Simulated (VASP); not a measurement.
# Si4W2Cl in VASP: notebook

Si4W2Cl is run at these levels: PBE; tasks: single point.

Everything below comes from runs of VASP 6.6.1. Logs are shortened: lines on timing, memory, paths and dates and some standing lists are left out, and cuts for length are marked.

## (1) The cell of the first run

The cell holds a slab with vacuum, 7 atoms: a = 3.229 Å, b = 3.229 Å, c = 21.937 Å, α = 90.00°, β = 90.00°, γ = 90.00°.

## (2) Single point, PBE

File INCAR:

```
PREC = Accurate
ENCUT = 520
EDIFF = 1E-6
ISMEAR = 0
SIGMA = 0.1
LREAL = F
LASPH = T
NELM = 60
ALGO = Normal
ISIF = 2
LWAVE = F
LCHARG = F
LDIPOL = T
IDIPOL = 3
DIPOL = 0.5 0.5 0.362
GGA = PE
NBANDS = 34
```

File KPOINTS:

```
regular mesh
0
Gamma
  8 8 1
```

File POSCAR:

```
Si4W2Cl
1.0
    3.2292919632      0.0000000000      0.0000000000
    0.0000000000      3.2292919632      0.0000000000
    0.0000000000      0.0000000000     21.9372962356
Si W Cl
4 2 1
Direct
    0.0000000000      0.0000000000      0.1823378760
    0.0000000000      0.0000000000      0.3009901015
    0.5000000000      0.5000000000      0.3590107492
    0.5000000000      0.5000000000      0.4757786066
    0.5000000000      0.5000000000      0.2416639887
    0.0000000000      0.0000000000      0.4178382292
    0.6250000000      1.0000000000      0.5592228273
```

Potentials or basis: VASP PAW PBE potentials, release 64 (Si, W_sv, Cl).

On the command line:

```console
> cat potpaw_PBE.64/Si/POTCAR potpaw_PBE.64/W_sv/POTCAR potpaw_PBE.64/Cl/POTCAR > POTCAR
> mpirun -np 1 vasp_std > vasp.out
```

OUTCAR:

```text
PREC = Accurate
   ENCUT = 520
   EDIFF = 1E-6
   ISMEAR = 0
   LREAL = F
   LASPH = T
   NELM = 60
   ISIF = 2
   GGA = PE

 ion  position               nearest neighbor table
   1  0.000  0.000  0.182-   2 2.60   5 2.63   5 2.63   5 2.63   5 2.63
   2  0.000  0.000  0.301-   6 2.56   1 2.60   3 2.61   3 2.61   3 2.61   3 2.61   5 2.63   5 2.63
                             5 2.63   5 2.63
   3  0.500  0.500  0.359-   4 2.56   5 2.57   2 2.61   2 2.61   2 2.61   2 2.61   6 2.62   6 2.62
                             6 2.62   6 2.62
   4  0.500  0.500  0.476-   7 2.47   7 2.47   3 2.56   6 2.61   6 2.61   6 2.61   6 2.61
   5  0.500  0.500  0.242-   3 2.57   1 2.63   1 2.63   1 2.63   1 2.63   2 2.63   2 2.63   2 2.63
                             2 2.63
   6  0.000  0.000  0.418-   2 2.56   4 2.61   4 2.61   4 2.61   4 2.61   3 2.62   3 2.62   3 2.62
                             3 2.62
   7  0.625  0.000  0.559-   4 2.47   4 2.47

  LATTYP: Found a simple tetragonal cell.
 ALAT       =     3.2292919632
 C/A-ratio  =     6.7932216986

  Lattice vectors:

 A1 = (   3.2292919632,   0.0000000000,   0.0000000000)
 A2 = (   0.0000000000,   3.2292919632,   0.0000000000)
 A3 = (   0.0000000000,   0.0000000000,  21.9372962356)

Analysis of symmetry for initial positions (statically):
=====================================================================
 Subroutine PRICEL returns:
 Original cell was already a primitive cell.

 Routine SETGRP: Setting up the symmetry group for a
 simple tetragonal supercell.

 Subroutine GETGRP returns: Found  2 space group operations
 (whereof  2 operations were pure point group operations)
 out of a pool of 16 trial point group operations.

The static configuration has the point symmetry C_1h.

Analysis of symmetry for dynamics (positions and initial velocities):
=====================================================================
 Subroutine PRICEL returns:
 Original cell was already a primitive cell.

 Routine SETGRP: Setting up the symmetry group for a
 simple tetragonal supercell.

 Subroutine GETGRP returns: Found  2 space group operations
 (whereof  2 operations were pure point group operations)
 out of a pool of 16 trial point group operations.

The dynamic configuration has the point symmetry C_1h.

 Subroutine INISYM returns: Found  2 space group operations
 (whereof  2 operations are pure point group operations),
 and found     1 'primitive' translations

----------------------------------------------------------------------------------------

                                     Primitive cell

  volume of cell :     228.7693

  direct lattice vectors                    reciprocal lattice vectors
     3.229291963  0.000000000  0.000000000     0.309665404  0.000000000  0.000000000
     0.000000000  3.229291963  0.000000000     0.000000000  0.309665404  0.000000000
     0.000000000  0.000000000 21.937296236     0.000000000  0.000000000  0.045584469

  length of vectors
     3.229291963  3.229291963 21.937296236     0.309665404  0.309665404  0.045584469

  position of ions in fractional coordinates (direct lattice)
     0.000000000  0.000000000  0.182337876
     0.000000000  0.000000000  0.300990101
     0.500000000  0.500000000  0.359010749
     0.500000000  0.500000000  0.475778607
     0.500000000  0.500000000  0.241663989
     0.000000000  0.000000000  0.417838229
     0.625000000  0.000000000  0.559222827

  ion indices of the primitive-cell ions
   primitive index   ion index
                 1           1
                 2           2
                 3           3
                 4           4
                 5           5
                 6           6
                 7           7

----------------------------------------------------------------------------------------

 KPOINTS: regular mesh

Automatic generation of k-mesh.
 Grid dimensions read from file:
 generate k-points for:    8    8    1

 Generating k-lattice:

  Cartesian coordinates                     Fractional coordinates (reciprocal lattice)
     0.038708175  0.000000000  0.000000000     0.125000000  0.000000000  0.000000000
     0.000000000  0.038708175  0.000000000     0.000000000  0.125000000  0.000000000
     0.000000000  0.000000000  0.045584469     0.000000000  0.000000000  1.000000000

  Length of vectors
     0.038708175  0.038708175  0.045584469

  Shift w.r.t. Gamma in fractional coordinates (k-lattice)
     0.000000000  0.000000000  0.000000000

 Subroutine IBZKPT returns following result:
 ===========================================

 Found     25 irreducible k-points:

 Following reciprocal coordinates:
            Coordinates               Weight
  0.000000  0.000000  0.000000      1.000000
  0.125000  0.000000  0.000000      2.000000
  0.000000  0.125000  0.000000      2.000000
  0.250000  0.000000  0.000000      2.000000
  0.000000  0.250000  0.000000      2.000000
  0.375000  0.000000  0.000000      2.000000
[... 16 lines left out ...]
  0.500000  0.375000  0.000000      2.000000
 -0.375000  0.500000  0.000000      2.000000
   k-points           NKPTS =     25   k-points in BZ     NKDIM =     25   number of bands    NBANDS=     34
   number of dos      NEDOS =    301   number of ions     NIONS =      7
   total plane-waves  NPLWV =  96768
   dimension x,y,z NGX =    24 NGY =   24 NGZ =  168
   dimension x,y,z NGXF=    48 NGYF=   48 NGZF=  336
   ions per type =               4   2   1
   NGX,Y,Z   is equivalent  to a cutoff of  12.36, 12.36, 12.73 a.u.
   NGXF,Y,Z  is equivalent  to a cutoff of  24.71, 24.71, 25.46 a.u.
 SYSTEM =  unknown system
   PREC   = accura    normal or accurate (medium, high low for compatibility)
   ISTART =      0    job   : 0-new  1-cont  2-samecut
   ICHARG =      2    charge: 1-file 2-atom 10-const
   ISPIN  =      1    spin polarized calculation?
   LNONCOLLINEAR =      F non collinear calculations
   LSORBIT =      F    spin-orbit coupling
   LASPH  =      T    aspherical Exc in radial PAW
   ENCUT  =  520.0 eV  38.22 Ry    6.18 a.u.   6.00  6.00 40.79*2*pi/ulx,y,z
   NELM   =     60;   NELMIN=  2; NELMDL= -5     # of ELM steps
   EDIFF  = 0.1E-05   stopping-criterion for ELM
   LREAL  =      F    real-space projection
   EDIFFG = 0.1E-04   stopping-criterion for IOM
   NSW    =      0    number of steps for IOM
   IBRION =     -1    ionic relax: 0-MD 1-quasi-New 2-CG
   NFREE  =      0    steps in history (QN), initial steepest desc. (CG)
   ISIF   =      2    stress and relaxation
   ISYM   =      2    0-nonsym 1-usesym 2-fastsym
   POTIM  = 0.5000    time-step for ionic-motion
   TEBEG  =    0.0;   TEEND  =   0.0 temperature during run
   PSTRESS=    0.0 pullay stress
   NELECT =      51.0000    total number of electrons
   NUPDOWN=      -1.0000    fix difference up-down
   EMIN   =  10.00;   EMAX   =-10.00  energy-range for DOS
   EFERMI =   0.00;   METHOD = LEGACY
   ISMEAR =     0;   SIGMA  =   0.10  broadening in eV -4-tet -1-fermi 0-gaus
   EFERMI_NEDOS =   21; number of points for ismear=-14 and -15
   IALGO  =     38    algorithm
   IMIX   =      4    mixing-type and parameters
     AMIX     =   0.40;   BMIX     =  1.00
     AMIX_MAG =   1.60;   BMIX_MAG =  1.00
  volume/ion in A,a.u.               =      32.68       220.54
  Fermi-wavevector in a.u.,A,eV,Ry     =   0.992656  1.875849 13.406730  0.985367
  Thomas-Fermi vector in A             =   2.124484
   LORBIT       =      0    0 simple, 1 ext, 2 COOP (PROOUT), +10 PAW based schemes
   GGA     = PE    functional components
   LHFCALC =     F    Hartree Fock is set to
   AEXX    =    0.0000 exact exchange contribution
   IVDW    =     0    specifies the selected vdW correction
   LEPSILON=     F    determine dielectric tensor
   LRPA    =     F    only Hartree local field effects (RPA)
 non-spin polarized calculation
 Gauss-broadening in eV      SIGMA  =   0.10
  energy-cutoff  :      520.00
  volume of cell :      228.77
 maximum number of plane-waves:      6214
   NGX = 13   NGY = 13   NGZ = 81

 dipolmoment           0.000000      0.000000     -0.001319 electrons x Angstroem

 number of electron      50.9999997 magnetization

 dipolmoment           0.000000      0.000000      0.058263 electrons x Angstroem

 Free energy of the ion-electron system (eV)
  ---------------------------------------------------
  ext. energy  EPLUGINS =         0.00000000
  ---------------------------------------------------
  free energy    TOTEN  =       -49.47848622 eV

  energy without entropy =      -49.46206595  energy(sigma->0) =      -49.47027609

 E-fermi :   1.8884     XC(G=0):  -6.1311

 val. band max:        1.8732793758   @ k =   0.3750   0.0000   0.0000
 cond. band min:       1.8985350855   @ k =   0.5000   0.2500   0.0000
 fundamental gap:      0.0252557096
 Fermi energy:         1.8883986348

 k-point     1 :       0.0000    0.0000    0.0000
  band No.  band energies     occupation
      1     -71.9935      2.00000
      2     -71.8353      2.00000
      3     -36.2677      2.00000
      4     -36.2308      2.00000
      5     -36.1761      2.00000
      6     -36.0914      2.00000
[... 26 lines left out ...]
     33       5.8384      0.00000
     34       5.9786      0.00000

 k-point     2 :       0.1250    0.0000    0.0000
  band No.  band energies     occupation
      1     -71.9925      2.00000
      2     -71.8343      2.00000
      3     -36.2652      2.00000
      4     -36.2280      2.00000
      5     -36.2055      2.00000
      6     -36.0881      2.00000
[... 26 lines left out ...]
     33       5.8902      0.00000
     34       6.2646      0.00000
[... 775 lines left out ...]
     33       5.3217      0.00000
     34       5.9091      0.00000

 k-point    24 :      -0.3750    0.5000    0.0000
  band No.  band energies     occupation
      1     -71.9807      2.00000
      2     -71.8226      2.00000
      3     -36.4100      2.00000
      4     -36.3254      2.00000
      5     -36.2290      2.00000
      6     -36.2236      2.00000
[... 26 lines left out ...]
     33       5.5273      0.00000
     34       5.7218      0.00000

 [... further k-points ...]

------------------------ aborting loop because EDIFF is reached ----------------------------------------

 vacuum level on the upper side and lower side of the slab       (xc-potential included)         0.406        -0.511

  FORCE on cell =-STRESS in cart. coord.  units (eV):
  Direction    XX          YY          ZZ          XY          YZ          ZX
  --------------------------------------------------------------------------------------
  -------------------------------------------------------------------------------------
  Total        0.9705126     -2.1690928      0.2160120      0.0000000      0.0000000     -0.1985001
  in kB        6.7969495    -15.1911619      1.5128324      0.0000000      0.0000000     -1.3901880
  external PRESSURE =      -2.2937933 kB  Pullay stress =       0.0000000 kB

 VOLUME and BASIS-vectors are now :
 -----------------------------------------------------------------------------
  energy-cutoff  :      520.00
  volume of cell :      228.77
      direct lattice vectors                 reciprocal lattice vectors
     3.229291963  0.000000000  0.000000000     0.309665404  0.000000000  0.000000000
     0.000000000  3.229291963  0.000000000     0.000000000  0.309665404  0.000000000
     0.000000000  0.000000000 21.937296236     0.000000000  0.000000000  0.045584469

 POSITION                                       TOTAL-FORCE (eV/Angst)
 -----------------------------------------------------------------------------------
      0.00000      0.00000      4.00000        -0.018224      0.000000      0.481821
      0.00000      0.00000      6.60291         0.028201      0.000000     -0.547145
      1.61465      1.61465      7.87573        -0.033456      0.000000     -0.459340
      1.61465      1.61465     10.43730         0.136120      0.000000      0.699784
      1.61465      1.61465      5.30145         0.016005      0.000000      0.044536
      0.00000      0.00000      9.16624        -0.007900      0.000000     -0.230143
      2.01831      0.00000     12.26784        -0.120746      0.000000      0.010486
 -----------------------------------------------------------------------------------
    total drift:                               -0.000050      0.000000     -0.000441

  FREE ENERGIE OF THE ION-ELECTRON SYSTEM (eV)
  ---------------------------------------------------
  free  energy   TOTEN  =       -49.4784862249 eV

  energy  without entropy=      -49.4620659528  energy(sigma->0) =      -49.47027609

 vacuum level on the upper side and lower side of the slab         7.277         6.286
```

Wall time 6.7 min (1 thread of Intel Xeon Platinum 8375C at 2.90GHz (Ice Lake), shared host); peak memory 0.41 GiB.

Results:

```yaml
Free_energy: -49.4785 eV
Largest_force: 0.713 eV/Å
Band_gap_on_the_k_mesh: zero (an odd number of electrons rules out a gap without spin polarisation)
```

Forces in eV/Å, atoms in the order of the input:
```
Si  -0.018  0.000  0.482
Si   0.028  0.000 -0.547
Si  -0.033  0.000 -0.459
Si   0.136  0.000  0.700
W    0.016  0.000  0.045
W   -0.008  0.000 -0.230
Cl  -0.121  0.000  0.010
```

Levels at points of the mesh, in eV from the Fermi level:
| k point | band 23 | band 24 | band 25 | band 26 | band 27 | band 28 | band 29 | band 30 |
| --- | --- | --- | --- | --- | --- | --- | --- | --- |
| (0.00, 0.00, 0.00) | -0.60 | -0.59 | 0.70 | 0.74 | 0.92 | 0.94 | 0.98 | 2.33 |
| (0.50, 0.00, 0.00) | -1.95 | -1.29 | -0.30 | -0.28 | -0.11 | 1.98 | 2.70 | 2.86 |
| (0.00, 0.50, 0.00) | -1.92 | -0.46 | -0.25 | -0.11 | 0.13 | 1.11 | 2.68 | 2.85 |
| (0.50, 0.50, 0.00) | -2.07 | -2.01 | -1.52 | -1.11 | 1.17 | 1.21 | 2.96 | 3.13 |

Caveat: spin-orbit coupling is left out, which moves the levels of the heavy elements; an odd number of electrons without spin polarisation forces a metal; a magnetic or distorted state may lie lower.

## (3) Single point, PBE

File INCAR:

```
SYSTEM = Si4W2Cl
PREC = Accurate
ENCUT = 520
EDIFF = 1E-6
ISMEAR = 0
SIGMA = 0.1
LREAL = .FALSE.
LASPH = .TRUE.
NELM = 60
ALGO = Normal
ISIF = 2
LWAVE = .FALSE.
LCHARG = .FALSE.
LDIPOL = .TRUE.
IDIPOL = 3
DIPOL = 0.5 0.5 0.361
GGA = PE
NBANDS = 34
```

File KPOINTS:

```
regular mesh
0
G
  8 8 1
  0 0 0
```

Changes to POSCAR since step 2:

```diff
@@ -14,2 +14,2 @@
     0.0000000000      0.0000000000      0.4178382292
-    0.6250000000      1.0000000000      0.5592228273
+    0.8750000000      1.0000000000      0.5498610490
```

Potentials or basis: VASP PAW PBE potentials, release 64 (Si, W_sv, Cl).

On the command line:

```console
> cat potpaw_PBE.64/Si/POTCAR potpaw_PBE.64/W_sv/POTCAR potpaw_PBE.64/Cl/POTCAR > POTCAR
> mpirun -np 1 vasp_std > vasp.out
```

OUTCAR:

```text
SYSTEM = Si4W2Cl
   PREC = Accurate
   ENCUT = 520
   EDIFF = 1E-6
   ISMEAR = 0
   LREAL = .FALSE.
   LASPH = .TRUE.
   NELM = 60
   ISIF = 2
   GGA = PE

 ion  position               nearest neighbor table
   1  0.000  0.000  0.182-   2 2.60   5 2.63   5 2.63   5 2.63   5 2.63
   2  0.000  0.000  0.301-   6 2.56   1 2.60   3 2.61   3 2.61   3 2.61   3 2.61   5 2.63   5 2.63
                             5 2.63   5 2.63
   3  0.500  0.500  0.359-   4 2.56   5 2.57   2 2.61   2 2.61   2 2.61   2 2.61   6 2.62   6 2.62
                             6 2.62   6 2.62
   4  0.500  0.500  0.476-   3 2.56   7 2.59   7 2.59   6 2.61   6 2.61   6 2.61   6 2.61
   5  0.500  0.500  0.242-   3 2.57   1 2.63   1 2.63   1 2.63   1 2.63   2 2.63   2 2.63   2 2.63
[... 1108 lines left out ...]
  in kB        6.6513158      0.4278791     -2.8084312      0.0000000      0.0000000     -0.9573061
  external PRESSURE =       1.4235879 kB  Pullay stress =       0.0000000 kB

 VOLUME and BASIS-vectors are now :
 -----------------------------------------------------------------------------
  energy-cutoff  :      520.00
  volume of cell :      228.77
      direct lattice vectors                 reciprocal lattice vectors
     3.229291963  0.000000000  0.000000000     0.309665404  0.000000000  0.000000000
     0.000000000  3.229291963  0.000000000     0.000000000  0.309665404  0.000000000
     0.000000000  0.000000000 21.937296236     0.000000000  0.000000000  0.045584469

 POSITION                                       TOTAL-FORCE (eV/Angst)
 -----------------------------------------------------------------------------------
      0.00000      0.00000      4.00000        -0.029934      0.000000      0.424680
      0.00000      0.00000      6.60291         0.034719      0.000000     -0.496277
      1.61465      1.61465      7.87573        -0.047386      0.000000     -0.390672
      1.61465      1.61465     10.43730         0.092292      0.000000      0.132714
      1.61465      1.61465      5.30145         0.002632      0.000000      0.026556
      0.00000      0.00000      9.16624         0.075686      0.000000      0.306018
      2.82563      0.00000     12.06246        -0.128010      0.000000     -0.003019
 -----------------------------------------------------------------------------------
    total drift:                               -0.000047      0.000000     -0.000422

  FREE ENERGIE OF THE ION-ELECTRON SYSTEM (eV)
  ---------------------------------------------------
  free  energy   TOTEN  =       -49.3267319847 eV

  energy  without entropy=      -49.3060050039  energy(sigma->0) =      -49.31636849

 vacuum level on the upper side and lower side of the slab         7.159         6.373
```

OSZICAR:

```text
N       E                     dE             d eps       ncg     rms          rms(c)
DAV:   1     0.408163166135E+03    0.40816E+03   -0.26520E+04  2060   0.129E+03
DAV:   2    -0.254927181529E+02   -0.43366E+03   -0.42235E+03  2114   0.329E+02
DAV:   3    -0.509140414689E+02   -0.25421E+02   -0.24663E+02  2150   0.737E+01
[... 20 lines left out ...]
DAV:  24    -0.493267228109E+02   -0.91468E-05   -0.48128E-07  1246   0.249E-03    0.816E-04
DAV:  25    -0.493267276365E+02   -0.48256E-05   -0.18494E-07  1200   0.142E-03    0.100E-03
DAV:  26    -0.493267295599E+02   -0.19233E-05   -0.52845E-08  1118   0.944E-04    0.498E-04
DAV:  27    -0.493267315912E+02   -0.20313E-05   -0.90695E-08  1096   0.889E-04    0.630E-04
DAV:  28    -0.493267319847E+02   -0.39349E-06   -0.22366E-08  1086   0.494E-04
   1 F= -.49326732E+02 E0= -.49316368E+02  d E =-.207270E-01
```

It took 5 min on 1 thread of Intel Xeon Platinum 8375C at 2.90GHz (Ice Lake), shared host; peak memory 0.41 GiB.

Results:

| Item | Value |
| --- | --- |
| Free energy | -49.3267 eV |
| Largest force | 0.497 eV/Å |
| Band gap on the k mesh | zero (an odd number of electrons rules out a gap without spin polarisation) |

Forces on the atoms (eV/Å):
```
Si  -0.030  0.000  0.425
Si   0.035  0.000 -0.496
Si  -0.047  0.000 -0.391
Si   0.092  0.000  0.133
W    0.003  0.000  0.027
W    0.076  0.000  0.306
Cl  -0.128  0.000 -0.003
```

Caveat: spin-orbit coupling is left out, which moves the levels of the heavy elements; an odd number of electrons without spin polarisation forces a metal; a magnetic or distorted state may lie lower.
